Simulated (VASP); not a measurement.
# Y (P6_3/mmc) in VASP: further runs, part 2 of 2

VASP 6.6.1.

## (3) Relaxation of cell and atoms, PBEsol

This run uses another cell than the first one, of 33.01 Å³/atom, 1.052 times its volume.

The input, INCAR:

```
PREC     = Accurate       # precision mode
ENCUT    = 600            # plane-wave cutoff, eV
EDIFF    = 1E-7           # SCF threshold, eV
ISMEAR   = -1             # smearing method
SIGMA    = 0.1            # smearing width, eV
LREAL    = False          # projectors in reciprocal space
LASPH    = True           # aspherical terms in the spheres
NELM     = 80             # most SCF steps
ALGO     = Normal         # electronic algorithm
ISIF     = 3              # what is computed and relaxed
LWAVE    = False          # write WAVECAR
LCHARG   = False          # write CHGCAR
GGA      = PS             # functional
IBRION   = 2              # ionic algorithm
NSW      = 80             # ionic steps
EDIFFG   = -0.03          # ionic threshold
```

The input, KPOINTS:

```
Automatic mesh
0
Gamma
  8 8 5
```

The input, POSCAR:

```
Y
1.0
    3.6474000000      0.0000000000      0.0000000000
   -1.8237000000      3.1587410000      0.0000000000
    0.0000000000      0.0000000000      5.7306000000
Y
2
Direct
    0.3333333333      0.6666666667      0.2500000000
    0.6666666667      0.3333333333      0.7500000000
```

Potentials or basis: VASP PAW PBE potentials, release 64 (Y_sv).

Launch:

```sh
$ cat potpaw_PBE.64/Y_sv/POTCAR > POTCAR
$ mpirun -np 1 vasp_std > vasp.out
```

OUTCAR:

```text
PREC = Accurate
   ENCUT = 600
   EDIFF = 1E-7
   ISMEAR = -1
   LREAL = False
   LASPH = True
   NELM = 80
   ISIF = 3
   GGA = PS
   IBRION = 2
   NSW = 80
   EDIFFG = -0.03

 ion  position               nearest neighbor table
   1  0.333  0.667  0.250-   2 3.56   2 3.56   2 3.56   2 3.56   2 3.56   2 3.56
   2  0.667  0.333  0.750-   1 3.56   1 3.56   1 3.56   1 3.56   1 3.56   1 3.56

  LATTYP: Found a hexagonal cell.
 ALAT       =     3.6474000000
 C/A-ratio  =     1.5711465702

  Lattice vectors:

 A1 = (   3.6474000000,   0.0000000000,   0.0000000000)
 A2 = (  -1.8237000000,   3.1587410000,   0.0000000000)
 A3 = (   0.0000000000,   0.0000000000,   5.7306000000)

Analysis of symmetry for initial positions (statically):
=====================================================================
 Subroutine PRICEL returns:
 Original cell was already a primitive cell.

 Routine SETGRP: Setting up the symmetry group for a
 hexagonal supercell.

 Subroutine GETGRP returns: Found 24 space group operations
 (whereof 12 operations were pure point group operations)
 out of a pool of 24 trial point group operations.

The static configuration has the point symmetry D_3d.
 The point group associated with its full space group is D_6h.

Analysis of symmetry for dynamics (positions and initial velocities):
=====================================================================
 Subroutine PRICEL returns:
 Original cell was already a primitive cell.

 Routine SETGRP: Setting up the symmetry group for a
 hexagonal supercell.

 Subroutine GETGRP returns: Found 24 space group operations
 (whereof 12 operations were pure point group operations)
 out of a pool of 24 trial point group operations.

The dynamic configuration has the point symmetry D_3d.
 The point group associated with its full space group is D_6h.

 Subroutine INISYM returns: Found 24 space group operations
 (whereof 12 operations are pure point group operations),
 and found     1 'primitive' translations

[... 133 lines left out ...]
--------------------------------------- Ionic step        1  -------------------------------------------

 number of electron      22.0000002 magnetization

 Free energy of the ion-electron system (eV)
  ---------------------------------------------------
  ext. energy  EPLUGINS =         0.00000000
  ---------------------------------------------------
  free energy    TOTEN  =       -13.67382952 eV

  energy without entropy =      -13.54458804  energy(sigma->0) =      -13.60920878

------------------------ aborting loop because EDIFF is reached ----------------------------------------

  FORCE on cell =-STRESS in cart. coord.  units (eV):
  Direction    XX          YY          ZZ          XY          YZ          ZX
  --------------------------------------------------------------------------------------
  -------------------------------------------------------------------------------------
  Total       -0.8071880     -0.8071880     -0.9469778      0.0000000      0.0000000     -0.0000000
  in kB      -19.5878952    -19.5878945    -22.9801518      0.0000000      0.0000000     -0.0000000
  external PRESSURE =     -20.7186472 kB  Pullay stress =       0.0000000 kB
[... 59 lines left out ...]
--------------------------------------- Ionic step        3  -------------------------------------------

 number of electron      21.9999999 magnetization

 Free energy of the ion-electron system (eV)
  ---------------------------------------------------
  ext. energy  EPLUGINS =         0.00000000
  ---------------------------------------------------
  free energy    TOTEN  =       -13.69713186 eV

  energy without entropy =      -13.57224737  energy(sigma->0) =      -13.63468962

 E-fermi :   3.1160     XC(G=0):  -9.7256

 val. band max:        3.1030274122   @ k =   0.5000   0.0000   0.0000
 cond. band min:       3.1622256166   @ k =   0.2500   0.0000   0.4000
 fundamental gap:      0.0591982044
 Fermi energy:         3.1159734390

 k-point     1 :       0.0000    0.0000    0.0000
  band No.  band energies     occupation
      1     -39.3508      2.00000
      2     -39.2587      2.00000
      3     -19.7179      2.00000
      4     -19.1493      2.00000
      5     -19.1493      2.00000
      6     -19.0435      2.00000
      7     -19.0435      2.00000
      8     -19.0073      2.00000
      9      -1.6550      2.00000
     10       1.1800      2.00000
     11       4.1892      0.00004
     12       4.9046      0.00000
     13       4.9046      0.00000
     14       5.2364      0.00000
[... 401 lines left out ...]
      2     -39.2606      2.00000
      3     -19.6162      2.00000
      4     -19.5641      2.00000
      5     -19.2356      2.00000
      6     -19.2109      2.00000
      7     -19.1585      2.00000
      8     -19.1500      2.00000
      9       1.0849      2.00000
     10       1.5582      2.00000
     11       2.9942      1.54328
     12       3.3462      0.18180
     13       4.3833      0.00001
     14       4.5952      0.00000
     15       5.5334      0.00000

 [... further k-points ...]
[... 5 lines left out ...]
  --------------------------------------------------------------------------------------
  -------------------------------------------------------------------------------------
  Total        0.0172480      0.0172480     -0.0254722      0.0000000      0.0000000      0.0000000
  in kB        0.4417316      0.4417316     -0.6523593      0.0000000      0.0000000      0.0000000
  external PRESSURE =       0.0770346 kB  Pullay stress =       0.0000000 kB
[... 17 lines left out ...]
  FREE ENERGIE OF THE ION-ELECTRON SYSTEM (eV)
  ---------------------------------------------------
  free  energy   TOTEN  =       -13.6971318635 eV

  energy  without entropy=      -13.5722473718  energy(sigma->0) =      -13.63468962

 reached required accuracy - stopping structural energy minimisation
```

It took 67 s on 1 thread of Intel Xeon 6975P-C (Granite Rapids), shared host; peak memory 0.22 GiB.

Results:

```
Free energy                            : -13.6971 eV
Relaxed volume                         : 31.28 Å³/atom
Relaxed cell                           : a = 3.586 Å, b = 3.586 Å, c = 5.617 Å, α = 90.00°, β = 90.00°, γ = 120.00°
Space group after relaxing (to 0.05 Å) : P6_3/mmc (No. 194)
Energy gained by relaxing              : 11.7 meV/atom
Ionic steps                            : 3
Pressure after relaxing                : 0.0 GPa
Band gap on the k mesh                 : zero (band 11 reaches 4.19 eV, above the bottom of band 12 at 2.71 eV)
```

Stress tensor (GPa, compression positive):
```
 0.04  0.00  0.00
 0.00  0.04  0.00
 0.00  0.00 -0.07
```

Step by step:
```tsv
step	energy change (eV)	largest force (eV/Å)	pressure (GPa)	volume (Å³)
1	0.0000	0.0000	-2.07	66.02
2	-0.0227	0.0000	0.37	62.03
3	-0.0233	0.0000	0.01	62.56
```

Final structure:
```
CELL_PARAMETERS angstrom
3.58600 0.00000 0.00000
-1.79300 3.10557 0.00000
0.00000 0.00000 5.61743
ATOMIC_POSITIONS crystal
Y 0.33333 0.66667 0.25000
Y 0.66667 0.33333 0.75000
```

Caveat: the PAW data sets were made with another functional, which shifts forces and pressure a little.
